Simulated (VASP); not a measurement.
Si2Ni:

```
Ni Si
1.0
     0.00000    2.70300    2.70300
     2.70300    0.00000    2.70300
     2.70300    2.70300    0.00000
Ni Si
1 2
Cartesian
  0.0000 0.0000 0.0000
  4.0545 4.0545 4.0545
  1.3515 1.3515 1.3515
```

* Program: VASP 6.6.1
* Task: relaxation of cell and atoms
* Functional: PBE
* Potentials or basis: VASP PAW PBE potentials, release 64 (Ni, Si)
* Cutoff: 600 eV
* k mesh: 9 × 9 × 9
* Occupations: fermi-dirac, width 0.05 eV
* Spin: collinear spin, ferromagnetic start
* Starting moments: [1.0, 0.0, 0.0] μB
* Hubbard terms: Ni d U = 8.0 eV

At the start: pressure -4.9 GPa; volume 13.17 Å³/atom.

Task: Where does the relaxation end?

Result: Over 3 steps the energy falls by 7.3 meV/atom and the volume is 12.71 Å³/atom (-3.4 %); space group Fm-3m (No. 225, to 0.05 Å); moment 0.00 μB per cell.

The path:
| step | energy change (eV) | largest force (eV/Å) | pressure (GPa) | volume (Å³) |
| --- | --- | --- | --- | --- |
| 1 | 0.0000 | 0.0000 | -4.93 | 39.50 |
| 2 | -0.0107 | 0.0000 | 3.99 | 37.22 |
| 3 | -0.0218 | 0.0000 | 0.03 | 38.14 |

Final structure:
```cif
data_structure
_symmetry_space_group_name_H-M 'P 1'
_symmetry_Int_Tables_number 1
_cell_length_a 3.7783
_cell_length_b 3.7783
_cell_length_c 3.7783
_cell_angle_alpha 60.000
_cell_angle_beta 60.000
_cell_angle_gamma 60.000
_cell_volume 38.14
loop_
_atom_site_label
_atom_site_type_symbol
_atom_site_fract_x
_atom_site_fract_y
_atom_site_fract_z
_atom_site_occupancy
Ni1 Ni 0.00000 0.00000 0.00000 1
Si1 Si 0.75000 0.75000 0.75000 1
Si2 Si 0.25000 0.25000 0.25000 1
```

Caveat: the U is typed as a test and isn't derived for this compound.
